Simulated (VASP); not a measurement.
# H11C36N in VASP: single point with PBE

Aim: the single point of H11C36N with PBE.

All numbers are computed with VASP 6.6.1; they aren't measurements. Logs are shortened: lines on timing, memory, paths and dates and some standing lists are left out, and cuts for length are marked.

**1. The cell of the first run**

The cell holds a slab with vacuum, 48 atoms: a = 7.573 Å, b = 7.573 Å, c = 16.676 Å, α = 90.00°, β = 90.00°, γ = 60.00°.

**2. Single point, PBE**

The input, INCAR:

```
  PREC = Accurate
  ENCUT = 520
  EDIFF = 1E-6
  ISMEAR = -1
  SIGMA = 0.05
  LREAL = Auto
  LASPH = T
  NELM = 100
  ALGO = Normal
  ISIF = 2
  LWAVE = F
  LCHARG = F
  GGA = PE
  NBANDS = 110
```

The input, KPOINTS:

```
Automatic mesh
0
Gamma
  2 2 1
```

The input, POSCAR:

```
H11C36N
1.0
    7.5731140000      0.0000000000      0.0000000000
    3.7865570000      6.5585090000      0.0000000000
    0.0000000000      0.0000000000     16.6764260000
H C N
11 36 1
Direct
    0.1111111721      0.1111110772      0.0599648870
    0.4444444614      0.1111110772      0.0599648870
    0.7777777507      0.1111110772      0.0599648870
    0.1111110586      0.4444444614      0.0599648870
    0.4444443479      0.4444444614      0.0599648870
    0.7777777693      0.4444444614      0.0599648870
    0.1111110772      0.7777778455      0.0599648870
    0.4444443665      0.7777778455      0.0599648870
    0.7777777879      0.7777778455      0.0599648870
    0.5359086799      0.7503165735      0.3934927664
    0.7600885225      0.5339298917      0.3927936957
    0.1111111721      0.1111110772      0.1259263226
    0.4444444614      0.1111110772      0.1259263226
    0.7777777507      0.1111110772      0.1259263226
    0.1111110586      0.4444444614      0.1259263226
    0.4444443479      0.4444444614      0.1259263226
    0.7777777693      0.4444444614      0.1259263226
    0.1111110772      0.7777778455      0.1259263226
    0.4444443665      0.7777778455      0.1259263226
    0.7777777879      0.7777778455      0.1259263226
   -0.1111110772      0.2222221545      0.1568253294
    0.2222222121      0.2222221545      0.1568253294
    0.5555556335      0.2222221545      0.1568253294
   -0.1111110586      0.5555555386      0.1568253294
    0.2222222307      0.5555555386      0.1568253294
    0.5555556521      0.5555555386      0.1568253294
   -0.1111111721      0.8888889228      0.1568253294
    0.2222222493      0.8888889228      0.1568253294
    0.5555555386      0.8888889228      0.1568253294
   -0.1096290455      0.2223392542      0.2607446584
    0.2226440300      0.2226292592      0.2578950670
    0.5570008755      0.2228184790      0.2563205689
   -0.1085843873      0.5552120154      0.2511225727
    0.2230151854      0.5568247295      0.2566051623
    0.5557537941      0.5555781047      0.2519094919
   -0.1097861352      0.8899865808      0.2599450866
    0.2224812098      0.8901029182      0.2606858928
    0.5554143503      0.8911828893      0.2512053242
    0.0010922828      0.0008575120      0.2788671865
    0.3343973547      0.0008716920      0.2741824897
    0.6675856857      0.0009875720      0.2724594586
    0.0010231826      0.3343494688      0.2744950267
    0.3342269100      0.3341004792      0.2714173888
    0.6674525265      0.3342363333      0.2729991426
    0.0012427781      0.6673548820      0.2724718714
    0.3344796361      0.6671819769      0.2732721028
    0.6687457208      0.6683584638      0.2825856092
    0.6794451608      0.6779531750      0.3693614567
```

Potentials or basis: VASP PAW PBE potentials, release 64 (H, C, N).

On the command line:

```sh
$ cat potpaw_PBE.64/H/POTCAR potpaw_PBE.64/C/POTCAR potpaw_PBE.64/N/POTCAR > POTCAR
$ mpirun -np 1 vasp_std > vasp.out
```

OUTCAR:

```text
PREC = Accurate
   ENCUT = 520
   EDIFF = 1E-6
   ISMEAR = -1
   LREAL = Auto
   LASPH = T
   NELM = 100
   ISIF = 2
   GGA = PE

 ion  position               nearest neighbor table
   1  0.111  0.111  0.060-  12 1.10
   2  0.444  0.111  0.060-  13 1.10
   3  0.778  0.111  0.060-  14 1.10
   4  0.111  0.444  0.060-  15 1.10
   5  0.444  0.444  0.060-  16 1.10
   6  0.778  0.444  0.060-  17 1.10
   7  0.111  0.778  0.060-  18 1.10
   8  0.444  0.778  0.060-  19 1.10
   9  0.778  0.778  0.060-  20 1.10
  10  0.536  0.750  0.393-  48 1.02
  11  0.760  0.534  0.393-  48 1.02
  12  0.111  0.111  0.126-   1 1.10  22 1.55  28 1.55  21 1.55
  13  0.444  0.111  0.126-   2 1.10  29 1.55  22 1.55  23 1.55
  14  0.778  0.111  0.126-   3 1.10  23 1.55  27 1.55  21 1.55
  15  0.111  0.444  0.126-   4 1.10  24 1.55  25 1.55  22 1.55
  16  0.444  0.444  0.126-   5 1.10  25 1.55  23 1.55  26 1.55
  17  0.778  0.444  0.126-   6 1.10  26 1.55  24 1.55  21 1.55
[... 19 lines left out ...]
  37  0.222  0.890  0.261-  46 1.48  40 1.48  39 1.48  28 1.73
  38  0.555  0.891  0.251-  41 1.50  40 1.50  47 1.55  29 1.57
  39  0.001  0.001  0.279-  37 1.48  30 1.48  36 1.49
  40  0.334  0.001  0.274-  37 1.48  31 1.48  38 1.50
  41  0.668  0.001  0.272-  36 1.47  32 1.48  38 1.50
  42  0.001  0.334  0.274-  30 1.48  31 1.48  33 1.50
  43  0.334  0.334  0.271-  31 1.48  34 1.48  32 1.48
  44  0.667  0.334  0.273-  30 1.48  32 1.48  35 1.49
  45  0.001  0.667  0.272-  36 1.48  34 1.48  33 1.50
  46  0.334  0.667  0.273-  37 1.48  34 1.48  35 1.49
  47  0.669  0.668  0.283-  48 1.45  33 1.55  38 1.55  35 1.57
  48  0.679  0.678  0.369-  10 1.02  11 1.02  47 1.45

  LATTYP: Found a hexagonal cell.
 ALAT       =     7.5731139049
 C/A-ratio  =     2.2020566717

  Lattice vectors:

 A1 = (  -3.7865570000,  -6.5585090000,   0.0000000000)
 A2 = (   7.5731140000,   0.0000000000,   0.0000000000)
 A3 = (   0.0000000000,   0.0000000000,  16.6764260000)

Analysis of symmetry for initial positions (statically):
=====================================================================
 Subroutine PRICEL returns:
 Original cell was already a primitive cell.

 Routine SETGRP: Setting up the symmetry group for a
 hexagonal supercell.

 Subroutine GETGRP returns: Found  1 space group operations
 (whereof  1 operations were pure point group operations)
 out of a pool of 24 trial point group operations.

The static configuration has the point symmetry C_1 .

Analysis of symmetry for dynamics (positions and initial velocities):
=====================================================================
 Subroutine PRICEL returns:
 Original cell was already a primitive cell.

 Routine SETGRP: Setting up the symmetry group for a
 hexagonal supercell.

 Subroutine GETGRP returns: Found  1 space group operations
 (whereof  1 operations were pure point group operations)
 out of a pool of 24 trial point group operations.

The dynamic configuration has the point symmetry C_1 .

 Subroutine INISYM returns: Found  1 space group operations
 (whereof  1 operations are pure point group operations),
 and found     1 'primitive' translations

----------------------------------------------------------------------------------------

                                     Primitive cell

  volume of cell :     828.2903

  direct lattice vectors                    reciprocal lattice vectors
     7.573114000  0.000000000  0.000000000     0.132046078 -0.076236840  0.000000000
     3.786557000  6.558509000  0.000000000     0.000000000  0.152473680  0.000000000
     0.000000000  0.000000000 16.676426000     0.000000000  0.000000000  0.059964887

  length of vectors
     7.573114000  7.573113905 16.676426000     0.152473678  0.152473680  0.059964887

  position of ions in fractional coordinates (direct lattice)
     0.111111172  0.111111077  0.059964887
     0.444444461  0.111111077  0.059964887
     0.777777751  0.111111077  0.059964887
     0.111111059  0.444444461  0.059964887
     0.444444348  0.444444461  0.059964887
     0.777777769  0.444444461  0.059964887
[... 40 lines left out ...]
     0.668745721  0.668358464  0.282585609
     0.679445161  0.677953175  0.369361457

  ion indices of the primitive-cell ions
   primitive index   ion index
                 1           1
                 2           2
                 3           3
                 4           4
                 5           5
                 6           6
[... 40 lines left out ...]
                47          47
                48          48

----------------------------------------------------------------------------------------

 KPOINTS: Automatic mesh

Automatic generation of k-mesh.
 Grid dimensions read from file:
 generate k-points for:    2    2    1

 Generating k-lattice:

  Cartesian coordinates                     Fractional coordinates (reciprocal lattice)
     0.066023039 -0.038118420  0.000000000     0.500000000  0.000000000  0.000000000
     0.000000000  0.076236840  0.000000000     0.000000000  0.500000000  0.000000000
     0.000000000  0.000000000  0.059964887     0.000000000  0.000000000  1.000000000

  Length of vectors
     0.076236839  0.076236840  0.059964887

  Shift w.r.t. Gamma in fractional coordinates (k-lattice)
     0.000000000  0.000000000  0.000000000

 Subroutine IBZKPT returns following result:
 ===========================================

 Found      4 irreducible k-points:

 Following reciprocal coordinates:
            Coordinates               Weight
  0.000000  0.000000  0.000000      1.000000
  0.500000 -0.000000  0.000000      1.000000
  0.500000  0.500000  0.000000      1.000000
  0.000000  0.500000  0.000000      1.000000
   k-points           NKPTS =      4   k-points in BZ     NKDIM =      4   number of bands    NBANDS=    110
   number of dos      NEDOS =    301   number of ions     NIONS =     48
   total plane-waves  NPLWV = 395136
   dimension x,y,z NGX =    56 NGY =   56 NGZ =  126
   dimension x,y,z NGXF=   112 NGYF=  112 NGZF=  252
   ions per type =              11  36   1
   NGX,Y,Z   is equivalent  to a cutoff of  12.29, 12.29, 12.56 a.u.
   NGXF,Y,Z  is equivalent  to a cutoff of  24.59, 24.59, 25.12 a.u.
 SYSTEM =  unknown system
   PREC   = accura    normal or accurate (medium, high low for compatibility)
   ISTART =      0    job   : 0-new  1-cont  2-samecut
   ICHARG =      2    charge: 1-file 2-atom 10-const
   ISPIN  =      1    spin polarized calculation?
   LNONCOLLINEAR =      F non collinear calculations
   LSORBIT =      F    spin-orbit coupling
   LASPH  =      T    aspherical Exc in radial PAW
   ENCUT  =  520.0 eV  38.22 Ry    6.18 a.u.  14.08 14.08 31.01*2*pi/ulx,y,z
   NELM   =    100;   NELMIN=  2; NELMDL= -5     # of ELM steps
   EDIFF  = 0.1E-05   stopping-criterion for ELM
   LREAL  =      T    real-space projection
   EDIFFG = 0.1E-04   stopping-criterion for IOM
   NSW    =      0    number of steps for IOM
   IBRION =     -1    ionic relax: 0-MD 1-quasi-New 2-CG
   NFREE  =      0    steps in history (QN), initial steepest desc. (CG)
   ISIF   =      2    stress and relaxation
   ISYM   =      2    0-nonsym 1-usesym 2-fastsym
   POTIM  = 0.5000    time-step for ionic-motion
   TEBEG  =    0.0;   TEEND  =   0.0 temperature during run
   PSTRESS=    0.0 pullay stress
   NELECT =     160.0000    total number of electrons
   NUPDOWN=      -1.0000    fix difference up-down
   EMIN   =  10.00;   EMAX   =-10.00  energy-range for DOS
   EFERMI =   0.00;   METHOD = LEGACY
   ISMEAR =    -1;   SIGMA  =   0.05  broadening in eV -4-tet -1-fermi 0-gaus
   EFERMI_NEDOS =   21; number of points for ismear=-14 and -15
   IALGO  =     38    algorithm
   IMIX   =      4    mixing-type and parameters
     AMIX     =   0.40;   BMIX     =  1.00
     AMIX_MAG =   1.60;   BMIX_MAG =  1.00
  volume/ion in A,a.u.               =      17.26       116.45
  Fermi-wavevector in a.u.,A,eV,Ry     =   0.946355  1.788351 12.185205  0.895587
  Thomas-Fermi vector in A             =   2.074344
   LORBIT       =      0    0 simple, 1 ext, 2 COOP (PROOUT), +10 PAW based schemes
   GGA     = PE    functional components
   LHFCALC =     F    Hartree Fock is set to
   AEXX    =    0.0000 exact exchange contribution
   IVDW    =     0    specifies the selected vdW correction
   LEPSILON=     F    determine dielectric tensor
   LRPA    =     F    only Hartree local field effects (RPA)
 non-spin polarized calculation
  energy-cutoff  :      520.00
  volume of cell :      828.29
 maximum number of plane-waves:     22305
   NGX = 29   NGY = 29   NGZ = 63

 number of electron     159.9999998 magnetization

 Free energy of the ion-electron system (eV)
  ---------------------------------------------------
  ext. energy  EPLUGINS =         0.00000000
  ---------------------------------------------------
  free energy    TOTEN  =      -360.46158328 eV

  energy without entropy =     -360.33591997  energy(sigma->0) =     -360.39875162

 E-fermi :   0.3953     XC(G=0):  -4.9086

 val. band max:        0.3289410658   @ k =   0.0000   0.5000   0.0000
 cond. band min:       0.4689290714   @ k =   0.0000   0.0000   0.0000
 fundamental gap:      0.1399880056
 Fermi energy:         0.3953041184

 k-point     1 :       0.0000    0.0000    0.0000
  band No.  band energies     occupation
      1     -20.8552      2.00000
      2     -18.8610      2.00000
      3     -18.2726      2.00000
      4     -18.2349      2.00000
      5     -18.1959      2.00000
      6     -18.1662      2.00000
[... 84 lines left out ...]
     91       4.2956      0.00000
     92       4.2965      0.00000

 k-point     2 :       0.5000   -0.0000    0.0000
  band No.  band energies     occupation
      1     -20.2355      2.00000
      2     -20.1502      2.00000
      3     -18.9961      2.00000
      4     -18.8424      2.00000
      5     -18.2740      2.00000
      6     -17.5055      2.00000
[... 84 lines left out ...]
     91       4.7788      0.00000
     92       4.8747      0.00000

 k-point     3 :       0.5000    0.5000    0.0000
  band No.  band energies     occupation
      1     -20.2381      2.00000
      2     -20.1493      2.00000
      3     -18.9754      2.00000
      4     -18.8550      2.00000
      5     -18.2834      2.00000
      6     -17.5081      2.00000
[... 84 lines left out ...]
     91       4.7333      0.00000
     92       4.8408      0.00000

 k-point     4 :       0.0000    0.5000    0.0000
  band No.  band energies     occupation
      1     -20.2337      2.00000
      2     -20.1524      2.00000
      3     -18.9943      2.00000
      4     -18.8435      2.00000
      5     -18.2744      2.00000
      6     -17.5044      2.00000
[... 84 lines left out ...]
     91       4.7770      0.00000
     92       4.8721      0.00000
 [bands above 92 left out]

------------------------ aborting loop because EDIFF is reached ----------------------------------------

  FORCE on cell =-STRESS in cart. coord.  units (eV):
  Direction    XX          YY          ZZ          XY          YZ          ZX
  --------------------------------------------------------------------------------------
  -------------------------------------------------------------------------------------
  Total        1.1244690      1.3927119     -5.4430802     -0.3121200     -0.0007390     -0.0346041
  in kB        2.1750813      2.6939484    -10.5286508     -0.6037395     -0.0014295     -0.0669354
  external PRESSURE =      -1.8865404 kB  Pullay stress =       0.0000000 kB

 VOLUME and BASIS-vectors are now :
 -----------------------------------------------------------------------------
  energy-cutoff  :      520.00
  volume of cell :      828.29
      direct lattice vectors                 reciprocal lattice vectors
     7.573114000  0.000000000  0.000000000     0.132046078 -0.076236840  0.000000000
     3.786557000  6.558509000  0.000000000     0.000000000  0.152473680  0.000000000
     0.000000000  0.000000000 16.676426000     0.000000000  0.000000000  0.059964887

 POSITION                                       TOTAL-FORCE (eV/Angst)
 -----------------------------------------------------------------------------------
      1.26219      0.72872      1.00000        -0.032277     -0.016290     -0.184555
      3.78656      0.72872      1.00000        -0.004777      0.006807     -0.158661
      6.31093      0.72872      1.00000         0.040254     -0.024932     -0.181307
      2.52437      2.91489      1.00000         0.005760     -0.007341     -0.159567
      5.04874      2.91489      1.00000        -0.015031     -0.006386     -0.135311
      7.57311      2.91489      1.00000         0.012410     -0.075167     -0.243454
[... 40 lines left out ...]
      7.59527      4.38344      4.71252         0.002155      0.003688     -0.009368
      7.71262      4.44636      6.15963        -0.038584     -0.026271      0.058819
 -----------------------------------------------------------------------------------
    total drift:                               -0.005383     -0.004481     -0.124683

  FREE ENERGIE OF THE ION-ELECTRON SYSTEM (eV)
  ---------------------------------------------------
  free  energy   TOTEN  =      -360.4615832751 eV

  energy  without entropy=     -360.3359199673  energy(sigma->0) =     -360.39875162
```

It took 19 min on 1 thread of Intel Xeon Platinum 8488C (Sapphire Rapids), shared host; peak memory 0.89 GiB.

What came out:

```
Free energy            : -360.4616 eV
Largest force          : 2.267 eV/Å
Band gap on the k mesh : zero (filled and empty bands overlap)
```

Forces in eV/Å, atoms in the order of the input:
```
H   -0.032 -0.016 -0.185
H   -0.005  0.007 -0.159
H    0.040 -0.025 -0.181
H    0.006 -0.007 -0.160
H   -0.015 -0.006 -0.135
H    0.012 -0.075 -0.243
H   -0.002  0.045 -0.181
H   -0.058  0.047 -0.241
H    0.066  0.038 -0.278
H    0.018  0.009  0.011
H    0.017  0.018  0.002
C    0.014  0.005  2.267
C   -0.017 -0.049  1.640
C    0.004  0.030  2.101
C   -0.050  0.014  1.647
C    0.073  0.043  1.626
C   -0.019 -0.094  1.505
C    0.027 -0.014  2.116
C   -0.093  0.033  1.510
C    0.063  0.032  1.384
C   -0.082  0.402 -1.457
C    0.155  0.081 -1.747
C   -0.037  0.002 -1.923
C   -0.245  0.186 -1.411
C   -0.020 -0.041 -1.907
C    0.308  0.175 -1.426
C   -0.445 -0.250 -1.463
C    0.315 -0.252 -1.460
C    0.045 -0.307 -1.416
C   -0.014 -0.004 -0.002
C    0.011 -0.002 -0.008
C    0.009 -0.011  0.014
C   -0.003  0.021 -0.001
C    0.004  0.012  0.002
C    0.012  0.009 -0.027
C   -0.010 -0.005 -0.004
C   -0.006 -0.013  0.001
C    0.012 -0.006  0.001
C   -0.001  0.004  0.031
C    0.008  0.020  0.006
C   -0.010  0.000  0.013
C    0.022 -0.008  0.008
C   -0.019 -0.023  0.017
C   -0.015 -0.003  0.025
C   -0.014  0.004  0.015
C    0.004 -0.003  0.024
C    0.002  0.004 -0.009
N   -0.039 -0.026  0.059
```

Caveat: the k points lie up to 0.48 Å⁻¹ apart; there is no dipole correction, which matters where the two faces differ.

The gap in the log of VASP goes by the Fermi energy; the results here count the filled bands.